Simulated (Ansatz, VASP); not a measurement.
This is a calculation of ZnSiP2 for VASP 6.6.1.

Contents of INCAR:

```
PREC = Accurate ; ENCUT = 500
EDIFF = 1E-6 ; ISMEAR = -1
SIGMA = 0.05 ; LREAL = False
LASPH = True ; NELM = 120
ALGO = Normal ; ISIF = 2
LWAVE = False ; LCHARG = False
GGA = CA ; NBANDS = 36
GGA_COMPAT = False
```

The input KPOINTS:

```
regular mesh
0
Gamma
  7 7 7
```

The input POSCAR:

```
ZnSiP2
1.0
   -2.7220586492      2.7220586492      5.2988547169
    2.7220586492     -2.7220586492      5.2988547169
    2.7220586492      2.7220586492     -5.2988547169
Zn P Si
2 4 2
Direct
    0.7500000000      0.2500000000      0.5000000000
    0.0000000000      0.0000000000      0.0000000000
    0.1423012000      0.6250000000      0.0173012000
    0.6076988000      0.1250000000      0.9826988000
    0.8750000000      0.8576988000      0.4826988000
    0.3750000000      0.3923012000      0.5173012000
    0.2500000000      0.7500000000      0.5000000000
    0.5000000000      0.5000000000      0.0000000000
```

Potentials or basis: VASP PAW LDA potentials, release 64 (Zn, P, Si).

Run with:

```console
$ cat potpaw_LDA.64/Zn/POTCAR potpaw_LDA.64/P/POTCAR potpaw_LDA.64/Si/POTCAR > POTCAR
$ mpirun -np 1 vasp_std > vasp.out
```

Question: Translate it to Ansatz 0.2.0. Potentials there: Ansatz PAW.

Answer: As run (the cutoff follows the program's own potentials):

File input.yaml:

```yaml
crystal:
  lattice:
    - [-2.7220586492, 2.7220586492, 5.2988547169]
    - [2.7220586492, -2.7220586492, 5.2988547169]
    - [2.7220586492, 2.7220586492, -5.2988547169]
  atoms:
    - { symbol: Zn, position: [0.75, 0.25, 0.5] }
    - { symbol: Zn, position: [0.0, 0.0, 0.0] }
    - { symbol: P, position: [0.1423012, 0.625, 0.0173012] }
    - { symbol: P, position: [0.6076988, 0.125, 0.9826988] }
    - { symbol: P, position: [0.875, 0.8576988, 0.4826988] }
    - { symbol: P, position: [0.375, 0.3923012, 0.5173012] }
    - { symbol: Si, position: [0.25, 0.75, 0.5] }
    - { symbol: Si, position: [0.5, 0.5, 0.0] }
hamiltonian:
  xc: lda
  pseudopotentials: { kind: paw }
kpoints:
  mp_grid: { grid: [7, 7, 7] }
scf:
  occupations: { method: fermi_dirac, width: 0.05 }
output:
  forces: true
  stress: true
  eigenvalues: true
```

Potentials or basis: Ansatz PAW.

Run with:

```sh
$ ansatz run input.yaml --threads 4 --pin off --max-ram 11264MiB --backend cpu --events-out ev --progress --plain --runs-dir out
```

Both were run:

|  | VASP | Ansatz | Ansatz less VASP |
| --- | --- | --- | --- |
| gap on the k mesh at the Fermi level (eV) | 1.27 | 1.27 | -0.001 |
| least direct gap on the mesh (eV) | 1.27 | 1.27 | -0.001 |
| pressure (GPa) | -5.8 | -5.9 | -0.09 |
| traceless stress, the component that is largest in VASP (GPa) | 0.13 | 0.14 | +0.007 |
| rms of the force components (eV/Å) | 0.043 | 0.054 | +0.0108 |

LDA's correlation is that of Perdew and Zunger in VASP and of Perdew and Wang (1992) in Ansatz. Atom by atom the forces differ by 0.011 eV/Å (rms over components).

Noted on Ansatz's run: odd divisions of the mesh miss points on the zone boundary, where band edges often lie, so the gap on the mesh can be too wide.
